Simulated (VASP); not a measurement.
Input of a VASP 6.6.1 run:

POSCAR

```
CdTe
1.0
    0.0000000000      3.2050000000      3.2050000000
    3.2050000000      0.0000000000      3.2050000000
    3.2050000000      3.2050000000      0.0000000000
Te Cd
1 1
Direct
    0.7500000000      0.7500000000      0.7500000000
    0.0000000000      0.0000000000      0.0000000000
```

Contents of INCAR.step1:

```
SYSTEM = CdTe
ALGO = Normal
EDIFF = 1E-5
ENCUT = 600
GGA = PE
ISMEAR = -1
LASPH = .TRUE.
LCHARG = .FALSE.
LREAL = .FALSE.
LWAVE = .TRUE.
NBANDS = 16
NELM = 100
PREC = Accurate
SIGMA = 0.05
```

Contents of INCAR.step2:

```
SYSTEM = CdTe
AEXX = 0.25
ALGO = Normal
EDIFF = 1E-6
EDIFFG = -0.01
ENCUT = 600
GGA = PE
HFSCREEN = 0.3
IBRION = 2
ISIF = 3
ISMEAR = -1
ISTART = 1
LASPH = .TRUE.
LCHARG = .FALSE.
LHFCALC = .TRUE.
LREAL = .FALSE.
LWAVE = .FALSE.
NELM = 100
NSW = 60
PREC = Accurate
PRECFOCK = Normal
SIGMA = 0.05
```

Contents of KPOINTS:

```
k-points
0
G
  4 4 4
  0 0 0
```

Potentials or basis: VASP PAW PBE potentials, release 64 (Te, Cd).

Run with:

```sh
$ cat potpaw_PBE.64/Te/POTCAR potpaw_PBE.64/Cd/POTCAR > POTCAR
$ cp INCAR.step1 INCAR
$ mpirun -np 1 vasp_std > vasp.out
$ cp INCAR.step2 INCAR
$ mpirun -np 1 vasp_std > vasp.out
```

Estimate the relaxed cell.

a = 4.653 Å, b = 4.653 Å, c = 4.653 Å, α = 60.00°, β = 60.00°, γ = 60.00°.

Estimate the space group after relaxing (to 0.1 Å).

F-43m (No. 216).

Predict the band gap on the k mesh.

1.24 eV.

Final structure:
```
Te Cd
1.0
     0.00000    3.29009    3.29009
     3.29009    0.00000    3.29009
     3.29009    3.29009    0.00000
Te Cd
1 1
Direct
  0.75000 0.75000 0.75000
  0.00000 0.00000 0.00000
```

Caveat: the k points lie up to 0.41 Å⁻¹ apart in the final cell; spin-orbit coupling is left out, which moves the levels of the heavy elements. Zero-point motion and thermal expansion aren't in these numbers.
